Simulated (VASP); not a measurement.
# MgAu (Pm-3m) in VASP: further runs, part 2 of 2

VASP 6.6.1. Earlier steps stand in the parts before.

**3. Electric field gradients, LDA (volume scaled by 1.06)**

INCAR

```
  PREC = Accurate
  ENCUT = 520
  EDIFF = 1E-8
  ISMEAR = -1
  SIGMA = 0.05
  LREAL = F
  LASPH = T
  NELM = 80
  ALGO = Normal
  ISIF = 2
  LWAVE = F
  LCHARG = F
  GGA = CA
  LEFG = T
  NBANDS = 14
```

KPOINTS

```
Automatic mesh
0
Gamma
  13 13 13
```

POSCAR

```
MgAu
1.0
    3.3229181883      0.0000000000      0.0000000000
    0.0000000000      3.3229181883      0.0000000000
    0.0000000000      0.0000000000      3.3229181883
Mg Au
1 1
Direct
    0.5000000000      0.5000000000      0.5000000000
    0.0000000000      0.0000000000      0.0000000000
```

Potentials or basis: VASP PAW LDA potentials, release 64 (Mg, Au).

Launch:

```bash
$ cat potpaw_LDA.64/Mg/POTCAR potpaw_LDA.64/Au/POTCAR > POTCAR
$ mpirun -np 1 vasp_std > vasp.out
```

OUTCAR:

```text
PREC = Accurate
   ENCUT = 520
   EDIFF = 1E-8
   ISMEAR = -1
   LREAL = F
   LASPH = T
   NELM = 80
   ISIF = 2
   GGA = CA

 ion  position               nearest neighbor table
   1  0.500  0.500  0.500-   2 2.88   2 2.88   2 2.88   2 2.88   2 2.88   2 2.88   2 2.88   2 2.88

   2  0.000  0.000  0.000-   1 2.88   1 2.88   1 2.88   1 2.88   1 2.88   1 2.88   1 2.88   1 2.88

  LATTYP: Found a simple cubic cell.
 ALAT       =     3.3229181883

  Lattice vectors:

 A1 = (   3.3229181883,   0.0000000000,   0.0000000000)
 A2 = (   0.0000000000,   3.3229181883,   0.0000000000)
 A3 = (   0.0000000000,   0.0000000000,   3.3229181883)

[... 619 lines left out ...]
  free  energy   TOTEN  =        -7.5215158738 eV

  energy  without entropy=       -7.5151735921  energy(sigma->0) =       -7.51834473

 Electric field gradients (V/A^2)
---------------------------------------------------------------------
 ion       V_xx      V_yy      V_zz      V_xy      V_xz      V_yz
---------------------------------------------------------------------
   1      -0.000    -0.000     0.000     0.000     0.000     0.000
   2      -0.000    -0.000    -0.000    -0.000    -0.000     0.000
---------------------------------------------------------------------

 Electric field gradients after diagonalization (V/A^2)
 (convention: |V_zz| > |V_xx| > |V_yy|)
----------------------------------------------------------------------
 ion       V_xx      V_yy      V_zz     asymmetry (V_yy - V_xx)/ V_zz
----------------------------------------------------------------------
   1      -0.000     0.000    -0.000      -1.534
   2      -0.000    -0.000    -0.000      -0.098
----------------------------------------------------------------------

           NMR quadrupolar parameters

 Cq : quadrupolar parameter    Cq=e*Q*V_zz/h
 eta: asymmetry parameters     (V_yy - V_xx)/ V_zz
 Q  : nuclear electric quadrupole moment in mb (millibarn)
----------------------------------------------------------------------
 ion       Cq(MHz)       eta       Q (mb)
----------------------------------------------------------------------
   1      -0.000      -1.534       1.000
   2      -0.000      -0.098       1.000
----------------------------------------------------------------------
```

Run time: 34 s. Hardware: 1 thread of Intel Xeon Platinum 8375C at 2.90GHz (Ice Lake), shared host; peak memory 0.18 GiB.

What came out:

* Free energy: -7.5215 eV
* Pressure: -8.1 GPa

Caveat: without QUAD_EFG the Cq values of the log hold for a quadrupole moment of 1 mb, not for the nuclei.

**4. Electric field gradients, LDA (volume scaled by 1.06)**

INCAR

```
SYSTEM = MgAu
  ALGO = Normal
  EDIFF = 1E-8
  ENCUT = 520
  GGA = CA
  ISIF = 2
  ISMEAR = -1
  LASPH = .TRUE.
  LCHARG = .FALSE.
  LEFG = .TRUE.
  LREAL = .FALSE.
  LWAVE = .FALSE.
  NBANDS = 14
  NELM = 60
  PREC = Accurate
  SIGMA = 0.05
```

KPOINTS

```
k-points
0
G
  13 13 13
  0 0 0
```

POSCAR is that of step 3.

Potentials or basis: VASP PAW LDA potentials, release 64 (Mg, Au).

Launch:

```bash
$ cat potpaw_LDA.64/Mg/POTCAR potpaw_LDA.64/Au/POTCAR > POTCAR
$ mpirun -np 1 vasp_std > vasp.out
```

OUTCAR:

```text
SYSTEM = MgAu
   EDIFF = 1E-8
   ENCUT = 520
   GGA = CA
   ISIF = 2
   ISMEAR = -1
   LASPH = .TRUE.
   LREAL = .FALSE.
   NELM = 60
   PREC = Accurate

 ion  position               nearest neighbor table
   1  0.500  0.500  0.500-   2 2.88   2 2.88   2 2.88   2 2.88   2 2.88   2 2.88   2 2.88   2 2.88

   2  0.000  0.000  0.000-   1 2.88   1 2.88   1 2.88   1 2.88   1 2.88   1 2.88   1 2.88   1 2.88

  LATTYP: Found a simple cubic cell.
 ALAT       =     3.3229181883

  Lattice vectors:

 A1 = (   3.3229181883,   0.0000000000,   0.0000000000)
[... 622 lines left out ...]
  free  energy   TOTEN  =        -7.5215158738 eV

  energy  without entropy=       -7.5151735921  energy(sigma->0) =       -7.51834473

 Electric field gradients (V/A^2)
---------------------------------------------------------------------
 ion       V_xx      V_yy      V_zz      V_xy      V_xz      V_yz
---------------------------------------------------------------------
   1      -0.000    -0.000     0.000     0.000     0.000     0.000
   2      -0.000    -0.000    -0.000    -0.000    -0.000     0.000
---------------------------------------------------------------------

 Electric field gradients after diagonalization (V/A^2)
 (convention: |V_zz| > |V_xx| > |V_yy|)
----------------------------------------------------------------------
 ion       V_xx      V_yy      V_zz     asymmetry (V_yy - V_xx)/ V_zz
----------------------------------------------------------------------
   1      -0.000     0.000    -0.000      -1.534
   2      -0.000    -0.000    -0.000      -0.098
----------------------------------------------------------------------

           NMR quadrupolar parameters

 Cq : quadrupolar parameter    Cq=e*Q*V_zz/h
 eta: asymmetry parameters     (V_yy - V_xx)/ V_zz
 Q  : nuclear electric quadrupole moment in mb (millibarn)
----------------------------------------------------------------------
 ion       Cq(MHz)       eta       Q (mb)
----------------------------------------------------------------------
   1      -0.000      -1.534       1.000
   2      -0.000      -0.098       1.000
----------------------------------------------------------------------
```

OSZICAR:

```text
N       E                     dE             d eps       ncg     rms          rms(c)
DAV:   1     0.494755073138E+02    0.49476E+02   -0.56793E+03  2400   0.774E+02
DAV:   2    -0.699130607655E+01   -0.56467E+02   -0.51599E+02  2754   0.162E+02
DAV:   3    -0.807517491143E+01   -0.10839E+01   -0.10797E+01  3000   0.212E+01
DAV:   4    -0.807890761634E+01   -0.37327E-02   -0.37325E-02  2820   0.151E+00
DAV:   5    -0.807894144359E+01   -0.33827E-04   -0.33827E-04  3024   0.146E-01    0.520E+00
DAV:   6    -0.756455557734E+01    0.51439E+00   -0.22893E+00  2616   0.116E+01    0.263E+00
DAV:   7    -0.753675567028E+01    0.27800E-01   -0.27593E-02  2640   0.146E+00    0.145E+00
DAV:   8    -0.752157120653E+01    0.15184E-01   -0.82528E-03  2802   0.554E-01    0.128E-01
DAV:   9    -0.752152886531E+01    0.42341E-04   -0.25131E-04  2946   0.998E-02    0.648E-02
DAV:  10    -0.752151598118E+01    0.12884E-04   -0.12840E-05  2848   0.284E-02    0.645E-03
DAV:  11    -0.752151590704E+01    0.74134E-07   -0.22694E-07  3012   0.305E-03    0.397E-03
DAV:  12    -0.752151587374E+01    0.33302E-07   -0.71653E-08  2814   0.181E-03    0.222E-04
DAV:  13    -0.752151587376E+01   -0.20918E-10   -0.31282E-09  1686   0.466E-04
   1 F= -.75215159E+01 E0= -.75183447E+01  d E =-.634228E-02
```

stdout:

```text
POSCAR found type information on POSCAR MgAu
 POSCAR found :  2 types and       2 ions
 scaLAPACK will be used
 LDA part: xc-table for (Slater(with rela. corr.)+CA(PZ))
 , standard interpolation
 POSCAR, INCAR and KPOINTS ok, starting setup
 FFT: planning ... GRIDC
 FFT: planning ... GRID_SOFT
 FFT: planning ... GRID
 WAVECAR not read
 entering main loop
ion   1

ion   2
```

It took 36 s on 1 thread of Intel Xeon Platinum 8375C at 2.90GHz (Ice Lake), shared host; peak memory 0.18 GiB.

What came out:

```yaml
Free_energy: -7.5215 eV
Pressure: -8.1 GPa
```

Caveat: without QUAD_EFG the Cq values of the log hold for a quadrupole moment of 1 mb, not for the nuclei.
